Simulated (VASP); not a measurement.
# CuF (P6_3/mmc) in VASP: single point with PBE

Aim: the single point of CuF with PBE.

All numbers are computed with VASP 6.6.1; they aren't measurements. Logs are shortened: lines on timing, memory, paths and dates and some standing lists are left out, and cuts for length are marked.

### Step 1. The cell of the first run

It takes space group P6_3/mmc (No. 194, hexagonal). Conventional cell: a = 3.509 Å, b = 3.509 Å, c = 5.083 Å, α = 90.00°, β = 90.00°, γ = 120.00°. Within 2.7 Å of Cu (site symmetry -6m2) lie 5 F at 2.03 to 2.54 Å. Within 2.7 Å of F (site symmetry -6m2) lie 5 Cu at 2.03 to 2.54 Å.

### Step 2. Single point, PBE

File INCAR:

```
PREC = Accurate
ENCUT = 700
EDIFF = 1E-6
ISMEAR = -1
SIGMA = 0.02
LREAL = F
LASPH = T
NELM = 120
ALGO = Normal
ISIF = 2
LWAVE = F
LCHARG = T
GGA = PE
LELF = T
LVHAR = T
NBANDS = 26
ISYM = -1
GGA_COMPAT = F
```

File KPOINTS:

```
explicit points
72
Reciprocal
  0.08333333   0.08333333   0.12500000 2
  0.08333333   0.08333333   0.37500000 2
  0.08333333   0.08333333   0.62500000 2
  0.08333333   0.08333333   0.87500000 2
  0.08333333   0.25000000   0.12500000 2
  0.08333333   0.25000000   0.37500000 2
  0.08333333   0.25000000   0.62500000 2
  0.08333333   0.25000000   0.87500000 2
  0.08333333   0.41666667   0.12500000 2
  0.08333333   0.41666667   0.37500000 2
  0.08333333   0.41666667   0.62500000 2
  0.08333333   0.41666667   0.87500000 2
  0.08333333   0.58333333   0.12500000 2
  0.08333333   0.58333333   0.37500000 2
  0.08333333   0.58333333   0.62500000 2
  0.08333333   0.58333333   0.87500000 2
  0.08333333   0.75000000   0.12500000 2
  0.08333333   0.75000000   0.37500000 2
  0.08333333   0.75000000   0.62500000 2
  0.08333333   0.75000000   0.87500000 2
  0.08333333   0.91666667   0.12500000 2
  0.08333333   0.91666667   0.37500000 2
  0.08333333   0.91666667   0.62500000 2
  0.08333333   0.91666667   0.87500000 2
  0.25000000   0.08333333   0.12500000 2
  0.25000000   0.08333333   0.37500000 2
  0.25000000   0.08333333   0.62500000 2
  0.25000000   0.08333333   0.87500000 2
  0.25000000   0.25000000   0.12500000 2
  0.25000000   0.25000000   0.37500000 2
  0.25000000   0.25000000   0.62500000 2
  0.25000000   0.25000000   0.87500000 2
  0.25000000   0.41666667   0.12500000 2
  0.25000000   0.41666667   0.37500000 2
  0.25000000   0.41666667   0.62500000 2
  0.25000000   0.41666667   0.87500000 2
  0.25000000   0.58333333   0.12500000 2
  0.25000000   0.58333333   0.37500000 2
  0.25000000   0.58333333   0.62500000 2
  0.25000000   0.58333333   0.87500000 2
  0.25000000   0.75000000   0.12500000 2
  0.25000000   0.75000000   0.37500000 2
  0.25000000   0.75000000   0.62500000 2
  0.25000000   0.75000000   0.87500000 2
  0.25000000   0.91666667   0.12500000 2
  0.25000000   0.91666667   0.37500000 2
  0.25000000   0.91666667   0.62500000 2
  0.25000000   0.91666667   0.87500000 2
  0.41666667   0.08333333   0.12500000 2
  0.41666667   0.08333333   0.37500000 2
  0.41666667   0.08333333   0.62500000 2
  0.41666667   0.08333333   0.87500000 2
  0.41666667   0.25000000   0.12500000 2
  0.41666667   0.25000000   0.37500000 2
  0.41666667   0.25000000   0.62500000 2
  0.41666667   0.25000000   0.87500000 2
  0.41666667   0.41666667   0.12500000 2
  0.41666667   0.41666667   0.37500000 2
  0.41666667   0.41666667   0.62500000 2
  0.41666667   0.41666667   0.87500000 2
  0.41666667   0.58333333   0.12500000 2
  0.41666667   0.58333333   0.37500000 2
  0.41666667   0.58333333   0.62500000 2
  0.41666667   0.58333333   0.87500000 2
  0.41666667   0.75000000   0.12500000 2
  0.41666667   0.75000000   0.37500000 2
  0.41666667   0.75000000   0.62500000 2
  0.41666667   0.75000000   0.87500000 2
  0.41666667   0.91666667   0.12500000 2
  0.41666667   0.91666667   0.37500000 2
  0.41666667   0.91666667   0.62500000 2
  0.41666667   0.91666667   0.87500000 2
```

File POSCAR:

```
CuF
1.0
    3.5086571495      0.0000000000      0.0000000000
   -1.7543285748      3.0385862246      0.0000000000
    0.0000000000      0.0000000000      5.0825198930
Cu F
2 2
Direct
    0.3333333333      0.6666666667      0.2500000000
    0.6666666667      0.3333333333      0.7500000000
    0.6666666667      0.3333333333      0.2500000000
    0.3333333333      0.6666666667      0.7500000000
```

Potentials or basis: VASP PAW PBE potentials, release 64 (Cu, F).

Command:

```
cat potpaw_PBE.64/Cu/POTCAR potpaw_PBE.64/F/POTCAR > POTCAR
mpirun -np 1 vasp_std > vasp.out
```

OUTCAR:

```text
PREC = Accurate
   ENCUT = 700
   EDIFF = 1E-6
   ISMEAR = -1
   LREAL = F
   LASPH = T
   NELM = 120
   ISIF = 2
   GGA = PE
   ISYM = -1

 ion  position               nearest neighbor table
   1  0.333  0.667  0.250-   3 2.03   3 2.03   3 2.03
   2  0.667  0.333  0.750-   4 2.03   4 2.03   4 2.03
   3  0.667  0.333  0.250-   1 2.03   1 2.03   1 2.03
   4  0.333  0.667  0.750-   2 2.03   2 2.03   2 2.03

IMPORTANT INFORMATION: All symmetrisations will be switched off!
NOSYMM: (Re-)initialisation of all symmetry stuff for point group C_1.

----------------------------------------------------------------------------------------

                                     Primitive cell

  volume of cell :      54.1866

  direct lattice vectors                    reciprocal lattice vectors
     3.508657149  0.000000000  0.000000000     0.285009323  0.164550210  0.000000000
    -1.754328575  3.038586225  0.000000000     0.000000000  0.329100419  0.000000000
     0.000000000  0.000000000  5.082519893     0.000000000  0.000000000  0.196752796

  length of vectors
     3.508657149  3.508657149  5.082519893     0.329100419  0.329100419  0.196752796

  position of ions in fractional coordinates (direct lattice)
     0.333333333  0.666666667  0.250000000
     0.666666667  0.333333333  0.750000000
     0.666666667  0.333333333  0.250000000
     0.333333333  0.666666667  0.750000000

  ion indices of the primitive-cell ions
   primitive index   ion index
                 1           1
                 2           2
                 3           3
                 4           4

----------------------------------------------------------------------------------------

 KPOINTS: explicit points

Read explicit list of k-points.

 Found     72 k-points:

 Following reciprocal coordinates:
            Coordinates               Weight
  0.083333  0.083333  0.125000      0.013889
  0.083333  0.083333  0.375000      0.013889
  0.083333  0.083333  0.625000      0.013889
  0.083333  0.083333  0.875000      0.013889
  0.083333  0.250000  0.125000      0.013889
  0.083333  0.250000  0.375000      0.013889
[... 16 lines left out ...]
  0.083333  0.916667  0.625000      0.013889
  0.083333  0.916667  0.875000      0.013889
 [... further k-points ...]
   k-points           NKPTS =     72   k-points in BZ     NKDIM =     72   number of bands    NBANDS=     26
   number of dos      NEDOS =    301   number of ions     NIONS =      4
   total plane-waves  NPLWV =  43200
   dimension x,y,z NGX =    30 NGY =   30 NGZ =   48
   dimension x,y,z NGXF=    60 NGYF=   60 NGZF=   96
   ions per type =               2   2
   NGX,Y,Z   is equivalent  to a cutoff of  14.21, 14.21, 15.70 a.u.
   NGXF,Y,Z  is equivalent  to a cutoff of  28.43, 28.43, 31.40 a.u.
 SYSTEM =  unknown system
   PREC   = accura    normal or accurate (medium, high low for compatibility)
   ISTART =      0    job   : 0-new  1-cont  2-samecut
   ICHARG =      2    charge: 1-file 2-atom 10-const
   ISPIN  =      1    spin polarized calculation?
   LNONCOLLINEAR =      F non collinear calculations
   LSORBIT =      F    spin-orbit coupling
   LASPH  =      T    aspherical Exc in radial PAW
   ENCUT  =  700.0 eV  51.45 Ry    7.17 a.u.   7.57  7.57 10.96*2*pi/ulx,y,z
   NELM   =    120;   NELMIN=  2; NELMDL= -5     # of ELM steps
   EDIFF  = 0.1E-05   stopping-criterion for ELM
   LREAL  =      F    real-space projection
   EDIFFG = 0.1E-04   stopping-criterion for IOM
   NSW    =      0    number of steps for IOM
   IBRION =     -1    ionic relax: 0-MD 1-quasi-New 2-CG
   NFREE  =      0    steps in history (QN), initial steepest desc. (CG)
   ISIF   =      2    stress and relaxation
   ISYM   =     -1    0-nonsym 1-usesym 2-fastsym
   POTIM  = 0.5000    time-step for ionic-motion
   TEBEG  =    0.0;   TEEND  =   0.0 temperature during run
   PSTRESS=    0.0 pullay stress
   NELECT =      36.0000    total number of electrons
   NUPDOWN=      -1.0000    fix difference up-down
   EMIN   =  10.00;   EMAX   =-10.00  energy-range for DOS
   EFERMI =   0.00;   METHOD = LEGACY
   ISMEAR =    -1;   SIGMA  =   0.02  broadening in eV -4-tet -1-fermi 0-gaus
   EFERMI_NEDOS =   21; number of points for ismear=-14 and -15
   IALGO  =     38    algorithm
   IMIX   =      4    mixing-type and parameters
     AMIX     =   0.40;   BMIX     =  1.00
     AMIX_MAG =   1.60;   BMIX_MAG =  1.00
  volume/ion in A,a.u.               =      13.55        91.42
  Fermi-wavevector in a.u.,A,eV,Ry     =   1.428494  2.699463 27.763988  2.040596
  Thomas-Fermi vector in A             =   2.548550
   LORBIT       =      0    0 simple, 1 ext, 2 COOP (PROOUT), +10 PAW based schemes
   GGA     = PE    functional components
   LHFCALC =     F    Hartree Fock is set to
   AEXX    =    0.0000 exact exchange contribution
   IVDW    =     0    specifies the selected vdW correction
   LEPSILON=     F    determine dielectric tensor
   LRPA    =     F    only Hartree local field effects (RPA)
 non-spin polarized calculation
  energy-cutoff  :      700.00
  volume of cell :       54.19
 maximum number of plane-waves:      2295
 NGX is ok and might be reduce to    30
   NGX = 15   NGY = 15   NGZ = 21

 number of electron      35.9999986 magnetization

 Free energy of the ion-electron system (eV)
  ---------------------------------------------------
  ext. energy  EPLUGINS =         0.00000000
  ---------------------------------------------------
  free energy    TOTEN  =       -14.23323831 eV

  energy without entropy =      -14.22812558  energy(sigma->0) =      -14.23068195

 E-fermi :   3.3019     XC(G=0): -10.0393

 val. band max:        3.2978242552   @ k =   0.0833   0.0833   0.1250
 cond. band min:       3.3455364561   @ k =   0.0833   0.9167   0.6250
 fundamental gap:      0.0477122010
 Fermi energy:         3.3019067531

 k-point     1 :       0.0833    0.0833    0.1250
  band No.  band energies     occupation
      1     -21.4567      2.00000
      2     -21.2623      2.00000
      3      -3.6881      2.00000
      4      -3.5609      2.00000
      5      -3.4890      2.00000
      6      -3.4292      2.00000
[... 18 lines left out ...]
     25      15.5039      0.00000
     26      16.4884      0.00000

 k-point     2 :       0.0833    0.0833    0.3750
  band No.  band energies     occupation
      1     -21.3986      2.00000
      2     -21.3180      2.00000
      3      -3.7309      2.00000
      4      -3.6292      2.00000
      5      -3.4126      2.00000
      6      -3.3297      2.00000
[... 18 lines left out ...]
     25      14.6424      0.00000
     26      15.0683      0.00000

 k-point     3 :       0.0833    0.0833    0.6250
  band No.  band energies     occupation
      1     -21.3986      2.00000
      2     -21.3180      2.00000
      3      -3.7309      2.00000
      4      -3.6292      2.00000
      5      -3.4126      2.00000
      6      -3.3297      2.00000
[... 18 lines left out ...]
     25      14.6424      0.00000
     26      15.0683      0.00000

 k-point     4 :       0.0833    0.0833    0.8750
  band No.  band energies     occupation
      1     -21.4567      2.00000
      2     -21.2623      2.00000
      3      -3.6881      2.00000
      4      -3.5609      2.00000
      5      -3.4890      2.00000
      6      -3.4292      2.00000
[... 18 lines left out ...]
     25      15.5039      0.00000
     26      16.4884      0.00000

 k-point     5 :       0.0833    0.2500    0.1250
  band No.  band energies     occupation
      1     -21.3815      2.00000
      2     -21.2448      2.00000
      3      -3.9806      2.00000
      4      -3.7776      2.00000
      5      -3.4258      2.00000
      6      -3.2877      2.00000
[... 18 lines left out ...]
     25      14.8099      0.00000
     26      16.0714      0.00000

 k-point     6 :       0.0833    0.2500    0.3750
  band No.  band energies     occupation
      1     -21.3397      2.00000
      2     -21.2831      2.00000
      3      -4.0497      2.00000
      4      -3.9654      2.00000
      5      -3.3594      2.00000
      6      -3.2278      2.00000
[... 427 lines left out ...]
 k-point    21 :       0.0833    0.9167    0.1250
  band No.  band energies     occupation
      1     -21.4755      2.00000
      2     -21.2683      2.00000
      3      -3.6577      2.00000
      4      -3.5075      2.00000
      5      -3.4869      2.00000
      6      -3.3844      2.00000
[... 18 lines left out ...]
     25      15.5136      0.00000
     26      17.1255      0.00000

 k-point    22 :       0.0833    0.9167    0.3750
  band No.  band energies     occupation
      1     -21.4138      2.00000
      2     -21.3279      2.00000
      3      -3.5999      2.00000
      4      -3.4756      2.00000
      5      -3.4356      2.00000
      6      -3.3544      2.00000
[... 18 lines left out ...]
     25      14.5324      0.00000
     26      14.9270      0.00000

 k-point    23 :       0.0833    0.9167    0.6250
  band No.  band energies     occupation
      1     -21.4138      2.00000
      2     -21.3279      2.00000
      3      -3.5999      2.00000
      4      -3.4756      2.00000
      5      -3.4356      2.00000
      6      -3.3544      2.00000
[... 18 lines left out ...]
     25      14.5324      0.00000
     26      14.9270      0.00000

 k-point    24 :       0.0833    0.9167    0.8750
  band No.  band energies     occupation
      1     -21.4755      2.00000
      2     -21.2683      2.00000
      3      -3.6577      2.00000
      4      -3.5075      2.00000
      5      -3.4869      2.00000
      6      -3.3844      2.00000
[... 18 lines left out ...]
     25      15.5136      0.00000
     26      17.1255      0.00000

 [... further k-points ...]

------------------------ aborting loop because EDIFF is reached ----------------------------------------

  FORCE on cell =-STRESS in cart. coord.  units (eV):
  Direction    XX          YY          ZZ          XY          YZ          ZX
  --------------------------------------------------------------------------------------
  -------------------------------------------------------------------------------------
  Total        1.6624823      1.6703865      1.3070169      0.0068467     -0.0000001      0.0000007
  in kB       49.1559420     49.3896526     38.6456120      0.2024426     -0.0000034      0.0000204
  external PRESSURE =      45.7304022 kB  Pullay stress =       0.0000000 kB

 VOLUME and BASIS-vectors are now :
 -----------------------------------------------------------------------------
  energy-cutoff  :      700.00
  volume of cell :       54.19
      direct lattice vectors                 reciprocal lattice vectors
     3.508657149  0.000000000  0.000000000     0.285009323  0.164550210  0.000000000
    -1.754328575  3.038586225  0.000000000     0.000000000  0.329100419  0.000000000
     0.000000000  0.000000000  5.082519893     0.000000000  0.000000000  0.196752796

 POSITION                                       TOTAL-FORCE (eV/Angst)
 -----------------------------------------------------------------------------------
     -0.00000      2.02572      1.27063         0.000989     -0.000571      0.000001
      1.75433      1.01286      3.81189        -0.000988      0.000571     -0.000000
      1.75433      1.01286      1.27063         0.000326     -0.000191      0.000001
     -0.00000      2.02572      3.81189        -0.000327      0.000190     -0.000001
 -----------------------------------------------------------------------------------
    total drift:                                0.000000     -0.000002     -0.000000

  FREE ENERGIE OF THE ION-ELECTRON SYSTEM (eV)
  ---------------------------------------------------
  free  energy   TOTEN  =       -14.2332383115 eV

  energy  without entropy=      -14.2281255836  energy(sigma->0) =      -14.23068195
```

Wall time 2 min (1 thread of Intel Xeon Platinum 8488C (Sapphire Rapids), shared host); peak memory 0.27 GiB.

What came out:

- Free energy: -14.2332 eV
- Pressure: 4.6 GPa
- Band gap on the k mesh: 0.01 eV

Caveat: the cell stands under pressure; the smearing spreads over this small gap; semilocal functionals underestimate gaps, and a narrow one can read as zero; a shifted mesh leaves out Γ, where band edges can lie.

The gap in the log of VASP goes by the Fermi energy; the results here count the filled bands.